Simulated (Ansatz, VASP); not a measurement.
## MoS2 in VASP and in Ansatz

INCAR

```
  ALGO = Normal
  EDIFF = 1E-7
  ENCUT = 520
  GGA = PE
  ISIF = 2
  ISMEAR = -1
  LASPH = True
  LCHARG = False
  LREAL = False
  LWAVE = False
  NBANDS = 35
  NELM = 60
  PREC = Accurate
  SIGMA = 0.1
```

KPOINTS

```
k-points
0
Gamma
  8 8 2
```

The input POSCAR:

```
MoS2
1.0
    3.1951912704      0.0000000000      0.0000000000
   -1.5975956352      2.7671122683      0.0000000000
    0.0000000000      0.0000000000     12.4258558587
Mo S
2 4
Direct
    0.3333333333      0.6666666667      0.2500000000
    0.6666666667      0.3333333333      0.7500000000
    0.3333333333      0.6666666667      0.6230000000
    0.6666666667      0.3333333333      0.1230000000
    0.3333333333      0.6666666667      0.8770000000
    0.6666666667      0.3333333333      0.3770000000
```

Input for Ansatz:

```yaml
crystal:
  lattice:
    - [3.1951912703830865, 0.0, 0.0]
    - [-1.5975956351915432, 2.767112268279411, 0.0]
    - [0.0, 0.0, 12.425855858693959]
  atoms:
    - { symbol: Mo, position: [0.3333333333333333, 0.6666666666666666, 0.25] }
    - { symbol: Mo, position: [0.6666666666666666, 0.3333333333333333, 0.75] }
    - { symbol: S, position: [0.3333333333333333, 0.6666666666666666, 0.623] }
    - { symbol: S, position: [0.6666666666666666, 0.3333333333333333, 0.123] }
    - { symbol: S, position: [0.3333333333333333, 0.6666666666666666, 0.877] }
    - { symbol: S, position: [0.6666666666666666, 0.3333333333333333, 0.377] }
basis:
  ecutwfc: 500.0
kpoints:
  mp_grid:
    grid: [8, 8, 2]
hamiltonian:
  xc: pbe
scf:
  occupations:
    method: fermi_dirac
    width: 0.1
output:
  stress: true
```

Alike in both runs: task single point; functional PBE; k mesh 8 × 8 × 2; occupations fermi-dirac, width 0.1 eV; no spin polarisation.

|  | VASP | Ansatz |
| --- | --- | --- |
| version | VASP 6.6.1 | Ansatz 0.2.0 |
| potentials or method | VASP PAW PBE potentials, release 64 (Mo_sv, S), cutoff 520 eV | plane waves, PAW |
| valence electrons in the cell | 52 | 52 |

```csv
,VASP,Ansatz,Ansatz less VASP
pressure (GPa),-1.7,-1.6,+0.11
```

Ansatz's warnings: structure snapped to symmetry.
